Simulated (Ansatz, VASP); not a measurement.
One calculation of WS2, two programs

The input INCAR:

```
SYSTEM = WS2
PREC = Accurate
ENCUT = 520
EDIFF = 1E-6
ISMEAR = 0
SIGMA = 0.05
LREAL = .FALSE.
LASPH = .TRUE.
NELM = 60
ALGO = Normal
ISIF = 2
LWAVE = .FALSE.
LCHARG = .FALSE.
GGA = PS
NBANDS = 35
```

File KPOINTS:

```
regular mesh
0
G
  12 12 2
  0 0 0
```

POSCAR

```
WS2
1.0
    3.0986931629      0.0000000000      0.0000000000
   -1.5493465814      2.7244131955      0.0000000000
    0.0000000000      0.0000000000     23.5674572586
W S
2 4
Direct
    0.3333333333      0.6666666667      0.6345758579
    0.6666666667      0.3333333333      0.3654241421
    0.3333333333      0.6666666667      0.2989469828
    0.6666666667      0.3333333333      0.5680493466
    0.3333333333      0.6666666667      0.4319506534
    0.6666666667      0.3333333333      0.7010530172
```

Input for Ansatz:

```yaml
crystal:
  lattice:
    - [3.0986931629, 0.0, 0.0]
    - [-1.5493465814, 2.7244131955, 0.0]
    - [0.0, 0.0, 23.5674572586]
  atoms:
    - { symbol: W, position: [0.3333333333, 0.6666666667, 0.6345758579] }
    - { symbol: W, position: [0.6666666667, 0.3333333333, 0.3654241421] }
    - { symbol: S, position: [0.3333333333, 0.6666666667, 0.2989469828] }
    - { symbol: S, position: [0.6666666667, 0.3333333333, 0.5680493466] }
    - { symbol: S, position: [0.3333333333, 0.6666666667, 0.4319506534] }
    - { symbol: S, position: [0.6666666667, 0.3333333333, 0.7010530172] }
basis:
  ecutwfc: 420
kpoints:
  mp_grid: { grid: [12, 12, 2] }
hamiltonian:
  xc: pbesol
scf:
  occupations: { method: gaussian, width: 0.05 }
output:
  forces: true
  stress: true
  eigenvalues: true
```

Change from the starting cell: strain -0.0150 x Voigt [1, 0, 0, 0, 0, 0], atoms carried along.

Alike in both runs: task single point; functional PBEsol; k mesh 12 × 12 × 2; occupations gaussian, width 0.05 eV; no spin polarisation.

```csv
,VASP,Ansatz
version,VASP 6.6.1,Ansatz 0.2.0
potentials or method,"VASP PAW PBE potentials, release 64 (W_sv, S), cutoff 520 eV","scalar-relativistic, plane waves, PAW"
valence electrons in the cell,52,52
```

```tsv
	VASP	Ansatz	Ansatz less VASP
gap on the k mesh at the Fermi level (eV)	1.57	1.56	-0.013
least direct gap on the mesh (eV)	1.99	1.99	-0.005
rms of the force components (eV/Å)	0.107	0.097	-0.0095
```

VASP's potentials were made for PBE, not for PBEsol. Atom by atom the forces differ by 0.011 eV/Å (rms over components).

Spin-orbit coupling is off throughout.
